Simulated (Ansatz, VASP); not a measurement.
**SiGe in VASP and in Ansatz**

```
Si Ge
1.0
     3.90445    0.00000    0.00000
    -1.95223    3.38135    0.00000
     0.00000    0.00000    6.45078
Si Ge
2 2
Direct
  0.66667 0.33333 0.86996
  0.33333 0.66667 0.36996
  0.66667 0.33333 0.50219
  0.33333 0.66667 0.00219
```

Change from the starting cell: mode 10 (401.9 1/cm) frozen in, largest displacement -0.030 Å.

Alike in both runs: task single point; functional PBEsol; k mesh 12 × 12 × 6; occupations gaussian, width 0.03 eV; no spin polarisation.

|  | VASP | Ansatz |
| --- | --- | --- |
| version | VASP 6.6.1 | Ansatz 0.2.0 |
| potentials or method | VASP PAW PBE potentials, release 64 (Si, Ge_d), cutoff 520 eV | scalar-relativistic, plane waves, PAW |
| valence electrons in the cell | 36 | 36 |

```tsv
	VASP	Ansatz	Ansatz less VASP
gap on the k mesh at the Fermi level (eV)	0.23	0.23	-0.002
least direct gap on the mesh (eV)	0.38	0.37	-0.005
pressure (GPa)	-0.3	-0.3	+0.03
traceless stress, the component that is largest in VASP (GPa)	1.57	1.58	+0.014
rms of the force components (eV/Å)	0.299	0.300	+0.0009
```

VASP's potentials were made for PBE, not for PBEsol. Atom by atom the forces differ by 0.001 eV/Å (rms over components).
